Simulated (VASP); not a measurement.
# AgB2 (P6/mmm) in VASP: notebook

Runs on AgB2. Level: PBE. Tasks: single point.

All numbers are computed with VASP 6.6.1; they aren't measurements. Logs are shortened: lines on timing, memory, paths and dates and some standing lists are left out, and cuts for length are marked.

### 1 The cell of the first run

The structure is hexagonal, space group P6/mmm (No. 191). Conventional cell: a = 3.021 Å, b = 3.021 Å, c = 4.063 Å, α = 90.00°, β = 90.00°, γ = 120.00°. Within 3.5 Å of Ag (site symmetry 6/mmm) lie 12 B at 2.68 Å and 6 Ag at 3.02 Å. Within 2.3 Å of B (site symmetry -6m2) lie 3 B at 1.74 Å.

### 2 Single point, PBE

INCAR

```
  PREC = Accurate
  ENCUT = 520
  EDIFF = 1E-6
  ISMEAR = -1
  SIGMA = 0.05
  LREAL = F
  LASPH = T
  NELM = 80
  ALGO = Normal
  ISIF = 2
  LWAVE = F
  LCHARG = F
  GGA = PE
  NBANDS = 16
```

KPOINTS

```
Automatic mesh
0
Gamma
  14 14 11
```

POSCAR

```
AgB2
1.0
    3.0211797805      0.0000000000      0.0000000000
   -1.5105898903      2.6164184393      0.0000000000
    0.0000000000      0.0000000000      4.0626616814
Ag B
1 2
Direct
    0.0000000000      0.0000000000      0.0000000000
    0.3333333333      0.6666666667      0.5000000000
    0.6666666667      0.3333333333      0.5000000000
```

Potentials or basis: VASP PAW PBE potentials, release 64 (Ag, B).

Launch:

```console
cat potpaw_PBE.64/Ag/POTCAR potpaw_PBE.64/B/POTCAR > POTCAR
mpirun -np 1 vasp_std > vasp.out
```

OUTCAR:

```text
PREC = Accurate
   ENCUT = 520
   EDIFF = 1E-6
   ISMEAR = -1
   LREAL = F
   LASPH = T
   NELM = 80
   ISIF = 2
   GGA = PE

 ion  position               nearest neighbor table
   1  0.000  0.000  0.000-   2 2.68   3 2.68   2 2.68   3 2.68   3 2.68   3 2.68   2 2.68   2 2.68
                             3 2.68   3 2.68   2 2.68   2 2.68
   2  0.333  0.667  0.500-   3 1.74   3 1.74   3 1.74   1 2.68   1 2.68   1 2.68   1 2.68   1 2.68
                             1 2.68
   3  0.667  0.333  0.500-   2 1.74   2 1.74   2 1.74   1 2.68   1 2.68   1 2.68   1 2.68   1 2.68
                             1 2.68

  LATTYP: Found a hexagonal cell.
 ALAT       =     3.0211797805
 C/A-ratio  =     1.3447268870

  Lattice vectors:

 A1 = (   3.0211797805,   0.0000000000,   0.0000000000)
 A2 = (  -1.5105898903,   2.6164184393,   0.0000000000)
 A3 = (   0.0000000000,   0.0000000000,   4.0626616814)

Analysis of symmetry for initial positions (statically):
=====================================================================
 Subroutine PRICEL returns:
 Original cell was already a primitive cell.

 Routine SETGRP: Setting up the symmetry group for a
 hexagonal supercell.

 Subroutine GETGRP returns: Found 24 space group operations
 (whereof 24 operations were pure point group operations)
 out of a pool of 24 trial point group operations.

The static configuration has the point symmetry D_6h.

Analysis of symmetry for dynamics (positions and initial velocities):
=====================================================================
 Subroutine PRICEL returns:
 Original cell was already a primitive cell.

 Routine SETGRP: Setting up the symmetry group for a
 hexagonal supercell.

 Subroutine GETGRP returns: Found 24 space group operations
 (whereof 24 operations were pure point group operations)
 out of a pool of 24 trial point group operations.

The dynamic configuration has the point symmetry D_6h.

 Subroutine INISYM returns: Found 24 space group operations
 (whereof 24 operations are pure point group operations),
 and found     1 'primitive' translations

----------------------------------------------------------------------------------------

                                     Primitive cell

  volume of cell :      32.1140

  direct lattice vectors                    reciprocal lattice vectors
     3.021179780  0.000000000  0.000000000     0.330996522  0.191100931  0.000000000
    -1.510589890  2.616418439  0.000000000     0.000000000  0.382201862  0.000000000
     0.000000000  0.000000000  4.062661681     0.000000000  0.000000000  0.246144050

  length of vectors
     3.021179780  3.021179781  4.062661681     0.382201862  0.382201862  0.246144050

  position of ions in fractional coordinates (direct lattice)
     0.000000000  0.000000000  0.000000000
     0.333333333  0.666666667  0.500000000
     0.666666667  0.333333333  0.500000000

  ion indices of the primitive-cell ions
   primitive index   ion index
                 1           1
                 2           2
                 3           3

----------------------------------------------------------------------------------------

 KPOINTS: Automatic mesh

Automatic generation of k-mesh.
 Grid dimensions read from file:
 generate k-points for:   14   14   11

 Generating k-lattice:

  Cartesian coordinates                     Fractional coordinates (reciprocal lattice)
     0.023642609  0.013650067  0.000000000     0.071428571  0.000000000  0.000000000
     0.000000000  0.027300133  0.000000000     0.000000000  0.071428571  0.000000000
     0.000000000  0.000000000  0.022376732     0.000000000  0.000000000  0.090909091

  Length of vectors
     0.027300133  0.027300133  0.022376732

  Shift w.r.t. Gamma in fractional coordinates (k-lattice)
     0.000000000  0.000000000  0.000000000

 Subroutine IBZKPT returns following result:
 ===========================================

 Found    144 irreducible k-points:

 Following reciprocal coordinates:
            Coordinates               Weight
  0.000000  0.000000  0.000000      1.000000
  0.071429 -0.000000  0.000000      6.000000
  0.142857 -0.000000  0.000000      6.000000
  0.214286  0.000000  0.000000      6.000000
  0.285714  0.000000  0.000000      6.000000
  0.357143  0.000000  0.000000      6.000000
[... 16 lines left out ...]
  0.285714  0.285714  0.000000      6.000000
  0.357143  0.285714  0.000000      6.000000
 [... further k-points ...]
   k-points           NKPTS =    144   k-points in BZ     NKDIM =    144   number of bands    NBANDS=     16
   number of dos      NEDOS =    301   number of ions     NIONS =      3
   total plane-waves  NPLWV =  17280
   dimension x,y,z NGX =    24 NGY =   24 NGZ =   30
   dimension x,y,z NGXF=    48 NGYF=   48 NGZF=   60
   ions per type =               1   2
   NGX,Y,Z   is equivalent  to a cutoff of  13.21, 13.21, 12.28 a.u.
   NGXF,Y,Z  is equivalent  to a cutoff of  26.41, 26.41, 24.55 a.u.
 SYSTEM =  unknown system
   PREC   = accura    normal or accurate (medium, high low for compatibility)
   ISTART =      0    job   : 0-new  1-cont  2-samecut
   ICHARG =      2    charge: 1-file 2-atom 10-const
   ISPIN  =      1    spin polarized calculation?
   LNONCOLLINEAR =      F non collinear calculations
   LSORBIT =      F    spin-orbit coupling
   LASPH  =      T    aspherical Exc in radial PAW
   ENCUT  =  520.0 eV  38.22 Ry    6.18 a.u.   5.62  5.62  7.55*2*pi/ulx,y,z
   NELM   =     80;   NELMIN=  2; NELMDL= -5     # of ELM steps
   EDIFF  = 0.1E-05   stopping-criterion for ELM
   LREAL  =      F    real-space projection
   EDIFFG = 0.1E-04   stopping-criterion for IOM
   NSW    =      0    number of steps for IOM
   IBRION =     -1    ionic relax: 0-MD 1-quasi-New 2-CG
   NFREE  =      0    steps in history (QN), initial steepest desc. (CG)
   ISIF   =      2    stress and relaxation
   ISYM   =      2    0-nonsym 1-usesym 2-fastsym
   POTIM  = 0.5000    time-step for ionic-motion
   TEBEG  =    0.0;   TEEND  =   0.0 temperature during run
   PSTRESS=    0.0 pullay stress
   NELECT =      17.0000    total number of electrons
   NUPDOWN=      -1.0000    fix difference up-down
   EMIN   =  10.00;   EMAX   =-10.00  energy-range for DOS
   EFERMI =   0.00;   METHOD = LEGACY
   ISMEAR =    -1;   SIGMA  =   0.05  broadening in eV -4-tet -1-fermi 0-gaus
   EFERMI_NEDOS =   21; number of points for ismear=-14 and -15
   IALGO  =     38    algorithm
   IMIX   =      4    mixing-type and parameters
     AMIX     =   0.40;   BMIX     =  1.00
     AMIX_MAG =   1.60;   BMIX_MAG =  1.00
  volume/ion in A,a.u.               =      10.70        72.24
  Fermi-wavevector in a.u.,A,eV,Ry     =   1.324320  2.502602 23.862223  1.753824
  Thomas-Fermi vector in A             =   2.453863
   LORBIT       =      0    0 simple, 1 ext, 2 COOP (PROOUT), +10 PAW based schemes
   GGA     = PE    functional components
   LHFCALC =     F    Hartree Fock is set to
   AEXX    =    0.0000 exact exchange contribution
   IVDW    =     0    specifies the selected vdW correction
   LEPSILON=     F    determine dielectric tensor
   LRPA    =     F    only Hartree local field effects (RPA)
 non-spin polarized calculation
  energy-cutoff  :      520.00
  volume of cell :       32.11
 maximum number of plane-waves:       891
 NGX is ok and might be reduce to    24
   NGX = 11   NGY = 11   NGZ = 15

 number of electron      16.9999995 magnetization

 Free energy of the ion-electron system (eV)
  ---------------------------------------------------
  ext. energy  EPLUGINS =         0.00000000
  ---------------------------------------------------
  free energy    TOTEN  =       -14.57453596 eV

  energy without entropy =      -14.56737318  energy(sigma->0) =      -14.57095457

 E-fermi :   7.0524     XC(G=0): -11.9960

 val. band max:        7.0059779776   @ k =   0.1429   0.0714   0.0909
 cond. band min:       7.0566321003   @ k =   0.2143   0.0000   0.1818
 fundamental gap:      0.0506541227
 Fermi energy:         7.0523757452

 k-point     1 :       0.0000    0.0000    0.0000
  band No.  band energies     occupation
      1      -5.0001      2.00000
      2       1.3719      2.00000
      3       2.2570      2.00000
      4       2.2570      2.00000
      5       3.1912      2.00000
      6       3.1912      2.00000
[... 8 lines left out ...]
     15      23.6396      0.00000
     16      24.6575      0.00000

 k-point     2 :       0.0714   -0.0000    0.0000
  band No.  band energies     occupation
      1      -4.9070      2.00000
      2       1.4401      2.00000
      3       2.2065      2.00000
      4       2.3156      2.00000
      5       2.6708      2.00000
      6       3.1775      2.00000
[... 8 lines left out ...]
     15      23.9489      0.00000
     16      24.3436      0.00000

 k-point     3 :       0.1429   -0.0000    0.0000
  band No.  band energies     occupation
      1      -4.6300      2.00000
      2       1.6093      2.00000
      3       2.0799      2.00000
      4       2.2035      2.00000
      5       2.4845      2.00000
      6       3.1392      2.00000
[... 8 lines left out ...]
     15      23.4079      0.00000
     16      24.2653      0.00000

 k-point     4 :       0.2143    0.0000    0.0000
  band No.  band energies     occupation
      1      -4.1752      2.00000
      2       1.6718      2.00000
      3       1.8315      2.00000
      4       2.0302      2.00000
      5       2.7432      2.00000
      6       3.0843      2.00000
[... 8 lines left out ...]
     15      22.2128      0.00000
     16      22.9449      0.00000
[... 324 lines left out ...]
 k-point    22 :       0.3571    0.2143    0.0000
  band No.  band energies     occupation
      1      -0.8550      2.00000
      2       0.0878      2.00000
      3       1.4634      2.00000
      4       1.5082      2.00000
      5       2.3723      2.00000
      6       3.3744      2.00000
[... 8 lines left out ...]
     15      18.9805      0.00000
     16      21.5713      0.00000

 k-point    23 :       0.2857    0.2857    0.0000
  band No.  band energies     occupation
      1      -0.9278      2.00000
      2       0.5728      2.00000
      3       1.2360      2.00000
      4       1.6163      2.00000
      5       2.2253      2.00000
      6       3.2568      2.00000
[... 8 lines left out ...]
     15      19.7421      0.00000
     16      20.3208      0.00000

 k-point    24 :       0.3571    0.2857    0.0000
  band No.  band energies     occupation
      1      -0.1140      2.00000
      2       0.0283      2.00000
      3       0.9562      2.00000
      4       1.7273      2.00000
      5       2.0646      2.00000
      6       3.2413      2.00000
[... 8 lines left out ...]
     15      19.9031      0.00000
     16      21.1327      0.00000

 [... further k-points ...]

------------------------ aborting loop because EDIFF is reached ----------------------------------------

  FORCE on cell =-STRESS in cart. coord.  units (eV):
  Direction    XX          YY          ZZ          XY          YZ          ZX
  --------------------------------------------------------------------------------------
  -------------------------------------------------------------------------------------
  Total       -0.0181997     -0.0181997     -0.0280971      0.0000000     -0.0000000      0.0000000
  in kB       -0.9079899     -0.9079899     -1.4017727      0.0000000     -0.0000000      0.0000000
  external PRESSURE =      -1.0725841 kB  Pullay stress =       0.0000000 kB

 VOLUME and BASIS-vectors are now :
 -----------------------------------------------------------------------------
  energy-cutoff  :      520.00
  volume of cell :       32.11
      direct lattice vectors                 reciprocal lattice vectors
     3.021179780  0.000000000  0.000000000     0.330996522  0.191100931  0.000000000
    -1.510589890  2.616418439  0.000000000     0.000000000  0.382201862  0.000000000
     0.000000000  0.000000000  4.062661681     0.000000000  0.000000000  0.246144050

 POSITION                                       TOTAL-FORCE (eV/Angst)
 -----------------------------------------------------------------------------------
      0.00000      0.00000      0.00000         0.000000      0.000000      0.000000
     -0.00000      1.74428      2.03133         0.000000      0.000000     -0.000000
      1.51059      0.87214      2.03133        -0.000000      0.000000      0.000000
 -----------------------------------------------------------------------------------
    total drift:                               -0.000000      0.000000      0.000000

  FREE ENERGIE OF THE ION-ELECTRON SYSTEM (eV)
  ---------------------------------------------------
  free  energy   TOTEN  =       -14.5745359567 eV

  energy  without entropy=      -14.5673731825  energy(sigma->0) =      -14.57095457
```

It took 66 s on 1 thread of Intel Xeon 8259CL, shared host; peak memory 0.2 GiB.

Results:

```yaml
Free_energy: -14.5745 eV
Pressure: -0.1 GPa
Band_gap_on_the_k_mesh: zero (an odd number of electrons rules out a gap without spin polarisation)
```

Levels at points of the mesh, in eV from the Fermi level:
```tsv
k point	band 4	band 5	band 6	band 7	band 8	band 9	band 10	band 11	band 12	band 13
(0.00, 0.00, 0.00)	-4.80	-3.86	-3.86	-3.76	1.27	1.28	1.28	7.54	7.54	9.43
(0.50, 0.00, 0.00)	-5.55	-4.13	-3.32	-2.68	-1.66	2.50	2.90	3.92	5.88	7.88
```

### 3 Single point, PBE

INCAR

```
PREC = Accurate ; ENCUT = 520
EDIFF = 1E-7 ; ISMEAR = -1
SIGMA = 0.05 ; LREAL = False
LASPH = True ; NELM = 80
ALGO = Normal ; ISIF = 2
LWAVE = False ; LCHARG = False
GGA = PE ; NBANDS = 16
```

KPOINTS is that of step 2.

POSCAR

```
AgB2
1.0
    3.0208496251      0.0000000000      0.0000000000
   -1.5104248126      2.6161325163      0.0000000000
    0.0000000000      0.0000000000      4.0622214555
Ag B
1 2
Direct
    0.0000000000      0.0000000000      0.0000000000
    0.3333333333      0.6666666667      0.5000000000
    0.6666666667      0.3333333333      0.5000000000
```

Potentials or basis: VASP PAW PBE potentials, release 64 (Ag, B).

Launch:

```console
cat potpaw_PBE.64/Ag/POTCAR potpaw_PBE.64/B/POTCAR > POTCAR
mpirun -np 1 vasp_std > vasp.out
```

It took 79 s on 1 thread of Intel Xeon 8259CL, shared host; peak memory 0.2 GiB.

The run converged. Its results:

* Free energy: -14.5745 eV
* Pressure: -0.1 GPa
* Band gap on the k mesh: zero (an odd number of electrons rules out a gap without spin polarisation)

Levels at points of the mesh, in eV from the Fermi level:
| k point | band 5 | band 6 | band 7 | band 8 | band 9 | band 10 | band 11 | band 12 |
| --- | --- | --- | --- | --- | --- | --- | --- | --- |
| (0.00, 0.00, 0.00) | -3.86 | -3.86 | -3.77 | 1.27 | 1.28 | 1.28 | 7.54 | 7.54 |
| (0.50, 0.00, 0.00) | -4.13 | -3.32 | -2.68 | -1.66 | 2.50 | 2.90 | 3.92 | 5.88 |

### 4 Single point, PBE

INCAR

```
SYSTEM = AgB2
PREC     = Accurate       ! precision mode
ENCUT    = 520            ! plane-wave cutoff, eV
EDIFF    = 1E-6           ! SCF threshold, eV
ISMEAR   = -1             ! smearing method
SIGMA    = 0.05           ! smearing width, eV
LREAL    = .FALSE.        ! projectors in reciprocal space
LASPH    = .TRUE.         ! aspherical terms in the spheres
NELM     = 60             ! most SCF steps
ALGO     = Normal         ! electronic algorithm
ISIF     = 2              ! what is computed and relaxed
LWAVE    = .FALSE.        ! write WAVECAR
LCHARG   = .FALSE.        ! write CHGCAR
GGA      = PE             ! functional
NBANDS   = 16             ! bands
```

KPOINTS

```
regular mesh
0
G
  14 14 11
  0 0 0
```

POSCAR

```
AgB2
1.0
    3.0211797805      0.0000000000      0.0000000000
   -1.5105898903      2.6164184393      0.0000000000
    0.0000000000      0.0000000000      4.0626616814
Ag B
1 2
Direct
    0.0000000000      0.0000000000      0.0000000000
    0.3333333333      0.6666666667      0.5000000000
    0.6666666667      0.3333333333      0.5000000000
```

Launch:

```console
cat potpaw_PBE.64/Ag/POTCAR potpaw_PBE.64/B/POTCAR > POTCAR
mpirun -np 1 vasp_std > vasp.out
```

Wall time 80 s (1 thread of Intel Xeon 8259CL, shared host); peak memory 0.2 GiB.

It converged, with:

- Free energy: -14.5745 eV
- Pressure: -0.1 GPa
- Band gap on the k mesh: zero (an odd number of electrons rules out a gap without spin polarisation)

Levels at points of the mesh, in eV from the Fermi level:
```
           k point  band 5  band 6  band 7  band 8  band 9  band 10  band 11  band 12
(0.00, 0.00, 0.00)   -3.86   -3.86   -3.76    1.27    1.28     1.28     7.54     7.54
(0.50, 0.00, 0.00)   -4.13   -3.32   -2.68   -1.66    2.50     2.90     3.92     5.88
```
